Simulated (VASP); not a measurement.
# BiS (F-43m) in VASP: a series of runs

Runs on BiS. Level: PBEsol. Tasks: single point.

Everything below comes from runs of VASP 6.6.1. Logs are shortened: lines on timing, memory, paths and dates and some standing lists are left out, and cuts for length are marked.

### 1 The cell of the first run

Symmetry: F-43m, No. 216, cubic system. Conventional cell: a = 6.252 Å, b = 6.252 Å, c = 6.252 Å, α = 90.00°, β = 90.00°, γ = 90.00°. Within 3.6 Å of Bi (site symmetry -43m) lie 4 S at 2.71 Å. Within 3.6 Å of S (site symmetry -43m) lie 4 Bi at 2.71 Å.

### 2 Single point, PBEsol

Input file INCAR:

```
ALGO = Normal ; EDIFF = 1E-6
ENCUT = 520 ; GGA = PS
ISIF = 2 ; ISMEAR = 0
LASPH = True ; LCHARG = True
LELF = True ; LREAL = False
LVHAR = True ; LWAVE = False
NBANDS = 18 ; NELM = 80
PREC = Accurate ; SIGMA = 0.05
```

Input file KPOINTS:

```
k-points
0
Gamma
  8 8 8
```

Input file POSCAR:

```
BiS
1.0
    0.0000000000      3.1260052975      3.1260052975
    3.1260052975      0.0000000000      3.1260052975
    3.1260052975      3.1260052975      0.0000000000
Bi S
1 1
Direct
    0.0000000000      0.0000000000      0.0000000000
    0.2500000000      0.2500000000      0.2500000000
```

Potentials or basis: VASP PAW PBE potentials, release 64 (Bi_d, S).

Launch:

```sh
cat potpaw_PBE.64/Bi_d/POTCAR potpaw_PBE.64/S/POTCAR > POTCAR
mpirun -np 1 vasp_std > vasp.out
```

OUTCAR:

```text
EDIFF = 1E-6
   ENCUT = 520
   GGA = PS
   ISIF = 2
   ISMEAR = 0
   LASPH = True
   LREAL = False
   NELM = 80
   PREC = Accurate

 ion  position               nearest neighbor table
   1  0.000  0.000  0.000-   2 2.71   2 2.71   2 2.71   2 2.71
   2  0.250  0.250  0.250-   1 2.71   1 2.71   1 2.71   1 2.71

  LATTYP: Found a face centered cubic cell.
 ALAT       =     6.2520105950

  Lattice vectors:

 A1 = (   0.0000000000,   3.1260052975,   3.1260052975)
 A2 = (   3.1260052975,   0.0000000000,   3.1260052975)
 A3 = (   3.1260052975,   3.1260052975,   0.0000000000)

Analysis of symmetry for initial positions (statically):
=====================================================================
 Subroutine PRICEL returns:
 Original cell was already a primitive cell.

 Routine SETGRP: Setting up the symmetry group for a
 face centered cubic supercell.

 Subroutine GETGRP returns: Found 24 space group operations
 (whereof 24 operations were pure point group operations)
 out of a pool of 48 trial point group operations.

The static configuration has the point symmetry T_d .

Analysis of symmetry for dynamics (positions and initial velocities):
=====================================================================
 Subroutine PRICEL returns:
 Original cell was already a primitive cell.

 Routine SETGRP: Setting up the symmetry group for a
 face centered cubic supercell.

 Subroutine GETGRP returns: Found 24 space group operations
 (whereof 24 operations were pure point group operations)
 out of a pool of 48 trial point group operations.

The dynamic configuration has the point symmetry T_d .

 Subroutine INISYM returns: Found 24 space group operations
 (whereof 24 operations are pure point group operations),
 and found     1 'primitive' translations

----------------------------------------------------------------------------------------

                                     Primitive cell

  volume of cell :      61.0941

  direct lattice vectors                    reciprocal lattice vectors
     0.000000000  3.126005297  3.126005297    -0.159948545  0.159948545  0.159948545
     3.126005297  0.000000000  3.126005297     0.159948545 -0.159948545  0.159948545
     3.126005297  3.126005297  0.000000000     0.159948545  0.159948545 -0.159948545

  length of vectors
     4.420839088  4.420839088  4.420839088     0.277039007  0.277039007  0.277039007

  position of ions in fractional coordinates (direct lattice)
     0.000000000  0.000000000  0.000000000
     0.250000000  0.250000000  0.250000000

  ion indices of the primitive-cell ions
   primitive index   ion index
                 1           1
                 2           2

----------------------------------------------------------------------------------------

 KPOINTS: k-points

Automatic generation of k-mesh.
 Grid dimensions read from file:
 generate k-points for:    8    8    8

 Generating k-lattice:

  Cartesian coordinates                     Fractional coordinates (reciprocal lattice)
    -0.019993568  0.019993568  0.019993568     0.125000000  0.000000000  0.000000000
     0.019993568 -0.019993568  0.019993568     0.000000000  0.125000000  0.000000000
     0.019993568  0.019993568 -0.019993568     0.000000000  0.000000000  0.125000000

  Length of vectors
     0.034629876  0.034629876  0.034629876

  Shift w.r.t. Gamma in fractional coordinates (k-lattice)
     0.000000000  0.000000000  0.000000000

 Subroutine IBZKPT returns following result:
 ===========================================

 Found     29 irreducible k-points:

 Following reciprocal coordinates:
            Coordinates               Weight
  0.000000  0.000000  0.000000      1.000000
  0.125000  0.000000  0.000000      8.000000
  0.250000  0.000000  0.000000      8.000000
  0.375000  0.000000  0.000000      8.000000
  0.500000  0.000000  0.000000      4.000000
  0.125000  0.125000  0.000000      6.000000
[... 16 lines left out ...]
  0.500000  0.250000  0.125000     48.000000
 -0.375000  0.250000  0.125000     24.000000
 [... further k-points ...]
   k-points           NKPTS =     29   k-points in BZ     NKDIM =     29   number of bands    NBANDS=     18
   number of dos      NEDOS =    301   number of ions     NIONS =      2
   total plane-waves  NPLWV =  46656
   dimension x,y,z NGX =    36 NGY =   36 NGZ =   36
   dimension x,y,z NGXF=    72 NGYF=   72 NGZF=   72
   ions per type =               1   1
   NGX,Y,Z   is equivalent  to a cutoff of  13.54, 13.54, 13.54 a.u.
   NGXF,Y,Z  is equivalent  to a cutoff of  27.08, 27.08, 27.08 a.u.
 SYSTEM =  unknown system
   PREC   = accura    normal or accurate (medium, high low for compatibility)
   ISTART =      0    job   : 0-new  1-cont  2-samecut
   ICHARG =      2    charge: 1-file 2-atom 10-const
   ISPIN  =      1    spin polarized calculation?
   LNONCOLLINEAR =      F non collinear calculations
   LSORBIT =      F    spin-orbit coupling
   LASPH  =      T    aspherical Exc in radial PAW
   ENCUT  =  520.0 eV  38.22 Ry    6.18 a.u.   8.22  8.22  8.22*2*pi/ulx,y,z
   NELM   =     80;   NELMIN=  2; NELMDL= -5     # of ELM steps
   EDIFF  = 0.1E-05   stopping-criterion for ELM
   LREAL  =      F    real-space projection
   EDIFFG = 0.1E-04   stopping-criterion for IOM
   NSW    =      0    number of steps for IOM
   IBRION =     -1    ionic relax: 0-MD 1-quasi-New 2-CG
   NFREE  =      0    steps in history (QN), initial steepest desc. (CG)
   ISIF   =      2    stress and relaxation
   ISYM   =      2    0-nonsym 1-usesym 2-fastsym
   POTIM  = 0.5000    time-step for ionic-motion
   TEBEG  =    0.0;   TEEND  =   0.0 temperature during run
   PSTRESS=    0.0 pullay stress
   NELECT =      21.0000    total number of electrons
   NUPDOWN=      -1.0000    fix difference up-down
   EMIN   =  10.00;   EMAX   =-10.00  energy-range for DOS
   EFERMI =   0.00;   METHOD = LEGACY
   ISMEAR =     0;   SIGMA  =   0.05  broadening in eV -4-tet -1-fermi 0-gaus
   EFERMI_NEDOS =   21; number of points for ismear=-14 and -15
   IALGO  =     38    algorithm
   IMIX   =      4    mixing-type and parameters
     AMIX     =   0.40;   BMIX     =  1.00
     AMIX_MAG =   1.60;   BMIX_MAG =  1.00
  volume/ion in A,a.u.               =      30.55       206.14
  Fermi-wavevector in a.u.,A,eV,Ry     =   1.146784  2.167107 17.893200  1.315113
  Thomas-Fermi vector in A             =   2.283467
   LORBIT       =      0    0 simple, 1 ext, 2 COOP (PROOUT), +10 PAW based schemes
   GGA     = PS    functional components
   LHFCALC =     F    Hartree Fock is set to
   AEXX    =    0.0000 exact exchange contribution
   IVDW    =     0    specifies the selected vdW correction
   LEPSILON=     F    determine dielectric tensor
   LRPA    =     F    only Hartree local field effects (RPA)
 non-spin polarized calculation
 Gauss-broadening in eV      SIGMA  =   0.05
  energy-cutoff  :      520.00
  volume of cell :       61.09
 maximum number of plane-waves:      1676
 NGX is ok and might be reduce to    36
   NGX = 17   NGY = 17   NGZ = 17

 number of electron      20.9999997 magnetization

 Free energy of the ion-electron system (eV)
  ---------------------------------------------------
  ext. energy  EPLUGINS =         0.00000000
  ---------------------------------------------------
  free energy    TOTEN  =        -8.32812177 eV

  energy without entropy =       -8.32728081  energy(sigma->0) =       -8.32770129

 E-fermi :   5.7261     XC(G=0):  -9.1422

 val. band max:        5.7101806741   @ k =   0.1250   0.0000   0.0000
 cond. band min:       5.7355286637   @ k =   0.0000   0.0000   0.0000
 fundamental gap:      0.0253479896
 Fermi energy:         5.7260839732

 k-point     1 :       0.0000    0.0000    0.0000
  band No.  band energies     occupation
      1     -18.0762      2.00000
      2     -18.0762      2.00000
      3     -18.0762      2.00000
      4     -18.0420      2.00000
      5     -18.0420      2.00000
      6      -9.8977      2.00000
[... 10 lines left out ...]
     17      13.8257      0.00000
     18      13.8257      0.00000

 k-point     2 :       0.1250    0.0000    0.0000
  band No.  band energies     occupation
      1     -18.0774      2.00000
      2     -18.0746      2.00000
      3     -18.0746      2.00000
      4     -18.0419      2.00000
      5     -18.0419      2.00000
      6      -9.7754      2.00000
[... 10 lines left out ...]
     17      13.3073      0.00000
     18      14.9127      0.00000

 k-point     3 :       0.2500    0.0000    0.0000
  band No.  band energies     occupation
      1     -18.0805      2.00000
      2     -18.0713      2.00000
      3     -18.0713      2.00000
      4     -18.0411      2.00000
      5     -18.0411      2.00000
      6      -9.4351      2.00000
[... 10 lines left out ...]
     17      13.3740      0.00000
     18      16.7633      0.00000

 k-point     4 :       0.3750    0.0000    0.0000
  band No.  band energies     occupation
      1     -18.0835      2.00000
      2     -18.0686      2.00000
      3     -18.0686      2.00000
      4     -18.0396      2.00000
      5     -18.0396      2.00000
      6      -8.9912      2.00000
[... 10 lines left out ...]
     17      13.5209      0.00000
     18      15.9651      0.00000

 k-point     5 :       0.5000    0.0000    0.0000
  band No.  band energies     occupation
      1     -18.0849      2.00000
      2     -18.0678      2.00000
      3     -18.0678      2.00000
      4     -18.0388      2.00000
      5     -18.0388      2.00000
      6      -8.7504      2.00000
[... 10 lines left out ...]
     17      12.9225      0.00000
     18      14.7305      0.00000

 k-point     6 :       0.1250    0.1250    0.0000
  band No.  band energies     occupation
      1     -18.0798      2.00000
      2     -18.0731      2.00000
      3     -18.0731      2.00000
      4     -18.0429      2.00000
      5     -18.0409      2.00000
      6      -9.7336      2.00000
[... 10 lines left out ...]
     17      14.2708      0.00000
     18      14.2708      0.00000

 k-point     7 :       0.2500    0.1250    0.0000
  band No.  band energies     occupation
      1     -18.0828      2.00000
      2     -18.0701      2.00000
      3     -18.0695      2.00000
      4     -18.0433      2.00000
      5     -18.0397      2.00000
      6      -9.4614      2.00000
[... 10 lines left out ...]
     17      13.9718      0.00000
     18      15.5664      0.00000

 k-point     8 :       0.3750    0.1250    0.0000
  band No.  band energies     occupation
      1     -18.0849      2.00000
      2     -18.0679      2.00000
      3     -18.0666      2.00000
      4     -18.0424      2.00000
      5     -18.0384      2.00000
      6      -9.0339      2.00000
[... 10 lines left out ...]
     17      13.9269      0.00000
     18      15.8365      0.00000
[... 229 lines left out ...]
     17      14.7855      0.00000
     18      15.1090      0.00000

 k-point    20 :      -0.3750    0.3750    0.0000
  band No.  band energies     occupation
      1     -18.0927      2.00000
      2     -18.0606      2.00000
      3     -18.0578      2.00000
      4     -18.0453      2.00000
      5     -18.0370      2.00000
      6      -8.1610      2.00000
[... 10 lines left out ...]
     17      15.5002      0.00000
     18      15.6098      0.00000

 k-point    21 :       0.5000    0.5000    0.0000
  band No.  band energies     occupation
      1     -18.1001      2.00000
      2     -18.0548      2.00000
      3     -18.0548      2.00000
      4     -18.0489      2.00000
      5     -18.0342      2.00000
      6      -8.0913      2.00000
[... 10 lines left out ...]
     17      14.3798      0.00000
     18      14.3798      0.00000

 k-point    22 :       0.3750    0.2500    0.1250
  band No.  band energies     occupation
      1     -18.0859      2.00000
      2     -18.0672      2.00000
      3     -18.0659      2.00000
      4     -18.0438      2.00000
      5     -18.0384      2.00000
      6      -9.1357      2.00000
[... 10 lines left out ...]
     17      14.6582      0.00000
     18      15.4079      0.00000

 k-point    23 :       0.5000    0.2500    0.1250
  band No.  band energies     occupation
      1     -18.0870      2.00000
      2     -18.0663      2.00000
      3     -18.0627      2.00000
      4     -18.0429      2.00000
      5     -18.0381      2.00000
      6      -8.7082      2.00000
[... 10 lines left out ...]
     17      13.9153      0.00000
     18      15.7809      0.00000

 k-point    24 :      -0.3750    0.2500    0.1250
  band No.  band energies     occupation
      1     -18.0871      2.00000
      2     -18.0663      2.00000
      3     -18.0616      2.00000
      4     -18.0418      2.00000
      5     -18.0386      2.00000
      6      -8.4729      2.00000
[... 10 lines left out ...]
     17      13.6396      0.00000
     18      15.8123      0.00000

 [... further k-points ...]

------------------------ aborting loop because EDIFF is reached ----------------------------------------

  FORCE on cell =-STRESS in cart. coord.  units (eV):
  Direction    XX          YY          ZZ          XY          YZ          ZX
  --------------------------------------------------------------------------------------
  -------------------------------------------------------------------------------------
  Total        1.7484282      1.7484282      1.7484282      0.0000000      0.0000000      0.0000000
  in kB       45.8521033     45.8521033     45.8521033      0.0000000      0.0000000      0.0000000
  external PRESSURE =      45.8521033 kB  Pullay stress =       0.0000000 kB

 VOLUME and BASIS-vectors are now :
 -----------------------------------------------------------------------------
  energy-cutoff  :      520.00
  volume of cell :       61.09
      direct lattice vectors                 reciprocal lattice vectors
     0.000000000  3.126005297  3.126005297    -0.159948545  0.159948545  0.159948545
     3.126005297  0.000000000  3.126005297     0.159948545 -0.159948545  0.159948545
     3.126005297  3.126005297  0.000000000     0.159948545  0.159948545 -0.159948545

 POSITION                                       TOTAL-FORCE (eV/Angst)
 -----------------------------------------------------------------------------------
      0.00000      0.00000      0.00000         0.000000      0.000000      0.000000
      1.56300      1.56300      1.56300        -0.000000     -0.000000     -0.000000
 -----------------------------------------------------------------------------------
    total drift:                                0.000000      0.000000      0.000000

  FREE ENERGIE OF THE ION-ELECTRON SYSTEM (eV)
  ---------------------------------------------------
  free  energy   TOTEN  =        -8.3281217737 eV

  energy  without entropy=       -8.3272808103  energy(sigma->0) =       -8.32770129
```

Run time: 33 s. Hardware: 1 thread of Intel Xeon 6975P-C (Granite Rapids), shared host; peak memory 0.21 GiB.

What came out:

* Free energy: -8.3281 eV
* Pressure: 4.6 GPa

Caveat: the PAW data sets were made with another functional, which shifts forces and pressure a little; spin-orbit coupling is left out, which moves the levels of the heavy elements.

### 3 Single point, PBEsol

This run uses another cell than the first one, of 31.48 Å³/atom, 1.031 times its volume.

Input file INCAR:

```
ALGO = Normal
EDIFF = 1E-6
ENCUT = 520
GGA = PS
ISIF = 2
ISMEAR = 0
LASPH = True
LCHARG = False
LREAL = False
LWAVE = False
NBANDS = 18
NELM = 60
PREC = Accurate
SIGMA = 0.05
```

KPOINTS is that of step 2.

Input file POSCAR:

```
BiS
1.0
    0.0000000000      3.1575250136      3.1575250136
    3.1575250136      0.0000000000      3.1575250136
    3.1575250136      3.1575250136      0.0000000000
Bi S
1 1
Direct
    0.0000000000      0.0000000000      0.0000000000
    0.2500000000      0.2500000000      0.2500000000
```

Potentials or basis: VASP PAW PBE potentials, release 64 (Bi_d, S).

Launch:

```sh
cat potpaw_PBE.64/Bi_d/POTCAR potpaw_PBE.64/S/POTCAR > POTCAR
mpirun -np 1 vasp_std > vasp.out
```

It took 29 s on 1 thread of Intel Xeon 6975P-C (Granite Rapids), shared host; peak memory 0.21 GiB.

It converged, with:

```yaml
Free_energy: -8.3712 eV
Pressure: 2.7 GPa
```

Levels at points of the mesh, in eV from the Fermi level:
```
           k point  band 8  band 9  band 10  band 11  band 12  band 13  band 14  band 15
(0.00, 0.00, 0.00)   -3.81   -3.81    -3.81     0.02     0.02     0.02     3.36     6.90
(0.50, 0.00, 0.00)   -4.48   -4.48    -4.25     0.94     0.94     1.95     5.32     6.83
(0.50, 0.50, 0.00)   -5.33   -5.33    -2.47    -1.60     3.27     3.27     4.41     7.02
```

Caveat: the PAW data sets were made with another functional, which shifts forces and pressure a little; spin-orbit coupling is left out, which moves the levels of the heavy elements.

### 4 Single point, PBEsol (volume scaled by 0.960)

Input file INCAR:

```
PREC = Accurate
ENCUT = 520
EDIFF = 1E-6
ISMEAR = 0
SIGMA = 0.05
LREAL = F
LASPH = T
NELM = 80
ALGO = Normal
ISIF = 2
LWAVE = F
LCHARG = F
GGA = PS
NBANDS = 18
```

Input file KPOINTS:

```
Automatic mesh
0
Gamma
  8 8 8
```

Input file POSCAR:

```
BiS
1.0
    0.0000000000      3.1716206091      3.1716206091
    3.1716206091      0.0000000000      3.1716206091
    3.1716206091      3.1716206091      0.0000000000
Bi S
1 1
Direct
    0.0000000000      0.0000000000      0.0000000000
    0.2500000000      0.2500000000      0.2500000000
```

Launch:

```sh
cat potpaw_PBE.64/Bi_d/POTCAR potpaw_PBE.64/S/POTCAR > POTCAR
mpirun -np 1 vasp_std > vasp.out
```

Wall time 31 s (1 thread of Intel Xeon 6975P-C (Granite Rapids), shared host); peak memory 0.21 GiB.

It converged, with:

```yaml
Free_energy: -8.3840 eV
Pressure: 2.0 GPa
```

Levels at points of the mesh, in eV from the Fermi level:
| k point | band 9 | band 10 | band 11 | band 12 | band 13 | band 14 |
| --- | --- | --- | --- | --- | --- | --- |
| (0.00, 0.00, 0.00) | -3.78 | -3.78 | 0.02 | 0.02 | 0.02 | 3.35 |
| (0.50, 0.00, 0.00) | -4.43 | -4.23 | 0.94 | 0.94 | 1.91 | 5.32 |
| (0.50, 0.50, 0.00) | -5.27 | -2.47 | -1.58 | 3.20 | 3.20 | 4.41 |

Caveat: the cell differs from its parent crystal (volume scaled by 0.960); the PAW data sets were made with another functional, which shifts forces and pressure a little; spin-orbit coupling is left out, which moves the levels of the heavy elements.

### 5 Single point, PBEsol (volume scaled by 0.980)

Input file INCAR:

```
SYSTEM = BiS
PREC = Accurate
ENCUT = 520
EDIFF = 1E-6
ISMEAR = 0
SIGMA = 0.05
LREAL = .FALSE.
LASPH = .TRUE.
NELM = 80
ALGO = Normal
ISIF = 2
LWAVE = .FALSE.
LCHARG = .TRUE.
GGA = PS
LELF = .TRUE.
LVHAR = .TRUE.
NBANDS = 18
```

Input file KPOINTS:

```
Automatic mesh
0
G
  8 8 8
  0 0 0
```

Input file POSCAR:

```
BiS
1.0
    0.0000000000      3.1934945459      3.1934945459
    3.1934945459      0.0000000000      3.1934945459
    3.1934945459      3.1934945459      0.0000000000
Bi S
1 1
Direct
    0.0000000000      0.0000000000      0.0000000000
    0.2500000000      0.2500000000      0.2500000000
```

Launch:

```sh
cat potpaw_PBE.64/Bi_d/POTCAR potpaw_PBE.64/S/POTCAR > POTCAR
mpirun -np 1 vasp_std > vasp.out
```

Run time: 33 s. Hardware: 1 thread of Intel Xeon 6975P-C (Granite Rapids), shared host; peak memory 0.21 GiB.

Results (log left out):

| Item | Value |
| --- | --- |
| Free energy | -8.3965 eV |
| Pressure | 0.9 GPa |

Levels at points of the mesh, in eV from the Fermi level:
| k point | band 8 | band 9 | band 10 | band 11 | band 12 | band 13 | band 14 | band 15 |
| --- | --- | --- | --- | --- | --- | --- | --- | --- |
| (0.00, 0.00, 0.00) | -3.72 | -3.72 | -3.72 | 0.02 | 0.02 | 0.02 | 3.33 | 6.89 |
| (0.50, 0.00, 0.00) | -4.36 | -4.36 | -4.19 | 0.93 | 0.93 | 1.84 | 5.31 | 6.72 |
| (0.50, 0.50, 0.00) | -5.17 | -5.17 | -2.45 | -1.54 | 3.11 | 3.11 | 4.40 | 6.84 |

Caveat: the cell differs from its parent crystal (volume scaled by 0.980); the PAW data sets were made with another functional, which shifts forces and pressure a little; spin-orbit coupling is left out, which moves the levels of the heavy elements.

### 6 The runs side by side

| cell | gap on the mesh (eV) | pressure (GPa) |
| --- | --- | --- |
| a = 4.421 Å, angles 60.0°, 2 atoms | none | 4.6 |
| a = 4.465 Å, angles 60.0°, 2 atoms | none | 2.7 |
| a = 4.485 Å, angles 60.0°, 2 atoms | none | 2.0 |
| a = 4.516 Å, angles 60.0°, 2 atoms | none | 0.9 |

Alike in all rows: task single point; level PBEsol; potentials or basis VASP PAW PBE potentials, release 64 (Bi_d, S); no spin polarisation; k mesh 8 × 8 × 8; cutoff (eV) 520; smearing gaussian 0.05 eV.

Caveats: the PAW data sets were made with another functional, which shifts forces and pressure a little; spin-orbit coupling is left out, which moves the levels of the heavy elements.

Absolute energies hang on the potentials; compare differences alone.
